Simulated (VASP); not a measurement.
Input of a VASP 6.6.1 run:

Contents of POSCAR:

```
Si2Mo
1.0
    4.5840216855      0.0000000000      0.0000000000
   -2.2920108427      3.9698792311      0.0000000000
    0.0000000000      0.0000000000      6.5770742344
Si Mo
6 3
Direct
    0.1638644045      0.8361355955      0.8333333333
    0.3277288090      0.1638644045      0.1666666667
    0.8361355955      0.6722711910      0.5000000000
    0.8361355955      0.1638644045      0.8333333333
    0.6722711910      0.8361355955      0.1666666667
    0.1638644045      0.3277288090      0.5000000000
    0.5000000000      0.0000000000      0.5000000000
    0.0000000000      0.5000000000      0.1666666667
    0.5000000000      0.5000000000      0.8333333333
```

INCAR.step1

```
SYSTEM = Si2Mo
PREC = Accurate
ENCUT = 520
ISMEAR = -1
SIGMA = 0.02
LREAL = .FALSE.
LASPH = .TRUE.
NELM = 80
NBANDS = 43
GGA = PE
ALGO = Normal
EDIFF = 1E-4
LWAVE = .TRUE.
LCHARG = .FALSE.
```

The input INCAR.step2:

```
SYSTEM = Si2Mo
PREC = Accurate
ENCUT = 520
EDIFF = 1E-7
ISMEAR = -1
SIGMA = 0.02
LREAL = .FALSE.
LASPH = .TRUE.
NELM = 80
ALGO = Normal
ISIF = 2
LWAVE = .FALSE.
LCHARG = .FALSE.
METAGGA = R2SCAN
LMIXTAU = .TRUE.
NBANDS = 43
ISTART = 1
```

Contents of KPOINTS:

```
regular mesh
0
G
  6 6 4
  0 0 0
```

Potentials or basis: VASP PAW PBE potentials, release 64 (Si, Mo_sv).

Run with:

```sh
$ cat potpaw_PBE.64/Si/POTCAR potpaw_PBE.64/Mo_sv/POTCAR > POTCAR
$ cp INCAR.step1 INCAR
$ mpirun -np 1 vasp_std > vasp.out
$ cp INCAR.step2 INCAR
$ mpirun -np 1 vasp_std > vasp.out
```

(1) Estimate the largest force.

(2) What does it give for the pressure?

(3) Predict the band gap on the k mesh.

## Answers

(1) 0.009 eV/Å.

(2) 0.4 GPa.

(3) 0.15 eV, indirect (least direct gap 0.69 eV).

Caveat: the PAW data sets were made with another functional, which shifts forces and pressure a little.
